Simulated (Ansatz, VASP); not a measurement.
**MgAg2SnSe4: VASP beside Ansatz**

The input POSCAR:

```
MgAg2SnSe4
1.0
   -3.0806880846      3.0806880846      5.9500237138
    3.0806880846     -3.0806880846      5.9500237138
    3.0806880846      3.0806880846     -5.9500237138
Ag Mg Sn Se
2 1 1 4
Direct
    0.0000000000      0.0000000000      0.0000000000
    0.7500000000      0.2500000000      0.5000000000
    0.2500000000      0.7500000000      0.5000000000
    0.5000000000      0.5000000000      0.0000000000
    0.1379516811      0.6216004539      1.0100537781
    0.3783995461      0.3884533241      0.5163512272
    0.6115466759      0.1278979031     -0.0100537781
    0.8721020969      0.8620483189      0.4836487728
```

Contents of INCAR.step1:

```
PREC     = Accurate       # precision mode
ENCUT    = 520            # plane-wave cutoff, eV
ISMEAR   = 0              # smearing method
SIGMA    = 0.01           # smearing width, eV
LREAL    = False          # projectors in reciprocal space
LASPH    = True           # aspherical terms in the spheres
NELM     = 100            # most SCF steps
NBANDS   = 41             # bands
GGA      = PE             # functional
ALGO     = Normal         # electronic algorithm
EDIFF    = 1E-4           # SCF threshold, eV
LWAVE    = True           # write WAVECAR
LCHARG   = False          # write CHGCAR
```

The input INCAR.step2:

```
PREC     = Accurate       # precision mode
ENCUT    = 520            # plane-wave cutoff, eV
EDIFF    = 1E-6           # SCF threshold, eV
ISMEAR   = 0              # smearing method
SIGMA    = 0.01           # smearing width, eV
LREAL    = False          # projectors in reciprocal space
LASPH    = True           # aspherical terms in the spheres
NELM     = 100            # most SCF steps
ALGO     = Normal         # electronic algorithm
ISIF     = 2              # what is computed and relaxed
LWAVE    = False          # write WAVECAR
LCHARG   = False          # write CHGCAR
METAGGA  = R2SCAN         # meta-GGA
LMIXTAU  = True         
NBANDS   = 41             # bands
ISTART   = 1
```

File KPOINTS:

```
regular mesh
0
Gamma
  6 6 6
```

Input for Ansatz:

```yaml
crystal:
  lattice:
    - [-3.0806880846, 3.0806880846, 5.9500237138]
    - [3.0806880846, -3.0806880846, 5.9500237138]
    - [3.0806880846, 3.0806880846, -5.9500237138]
  atoms:
    - { symbol: Ag, position: [0.0, 0.0, 0.0] }
    - { symbol: Ag, position: [0.75, 0.25, 0.5] }
    - { symbol: Mg, position: [0.25, 0.75, 0.5] }
    - { symbol: Sn, position: [0.5, 0.5, 0.0] }
    - { symbol: Se, position: [0.1379516811, 0.6216004539, 1.0100537781] }
    - { symbol: Se, position: [0.3783995461, 0.3884533241, 0.5163512272] }
    - { symbol: Se, position: [0.6115466759, 0.1278979031, -0.0100537781] }
    - { symbol: Se, position: [0.8721020969, 0.8620483189, 0.4836487728] }
kpoints:
  mp_grid: { grid: [6, 6, 6] }
hamiltonian:
  xc: r2scan
scf:
  occupations: { method: fixed }
  n_extra_bands: 6
output:
  forces: true
  stress: true
  eigenvalues: true
```

Alike in both runs: task single point; functional r2SCAN; k mesh 6 × 6 × 6; no spin polarisation.

```csv
,VASP,Ansatz
version,VASP 6.6.1,Ansatz 0.2.0
potentials or method,"VASP PAW PBE potentials, release 64 (Ag, Mg, Sn_d, Se)","plane waves, PAW"
plane-wave cutoff (eV),520,500
occupations,"gaussian, width 0.01 eV",fixed
valence electrons in the cell,62,126
```

```tsv
	VASP	Ansatz	Ansatz less VASP
gap on the k mesh at the Fermi level (eV)	0.66	0.68	+0.019
pressure (GPa)	-1.5	-1.4	+0.08
rms of the force components (eV/Å)	0.034	0.040	+0.0067
```

VASP's potentials were made for PBE, not for r2SCAN. Atom by atom the forces differ by 0.009 eV/Å (rms over components). VASP's potentials hold 62 valence electrons a cell and Ansatz's 126, so a difference there can come from the potentials and not from the codes.
